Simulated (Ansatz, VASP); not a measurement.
KCl: VASP beside Ansatz

```
K Cl
1.0
     3.29237    3.29237    0.00000
    -3.29237    3.29237    0.00000
     0.00000    3.29237    3.29237
K Cl
1 1
Direct
  0.00000 0.00000 0.00000
  0.50000 0.50000 0.00000
```

Alike in both runs: task single point; functional PBEsol; k mesh 6 × 6 × 6; no spin polarisation.

|  | VASP | Ansatz |
| --- | --- | --- |
| version | VASP 6.6.1 | Ansatz 0.2.0 |
| potentials or method | VASP PAW PBE potentials, release 64 (K_sv, Cl), cutoff 520 eV | all-electron LAPW, scalar-relativistic |
| occupations | gaussian, width 0.01 eV | fixed |

```csv
,VASP,Ansatz,Ansatz less VASP
gap on the k mesh at the Fermi level (eV),4.63,4.63,+0.003
pressure (GPa),-2.0,-2.0,-0.01
```

VASP's potentials were made for PBE, not for PBEsol. Ansatz ran all-electron here, and VASP with PAW potentials.
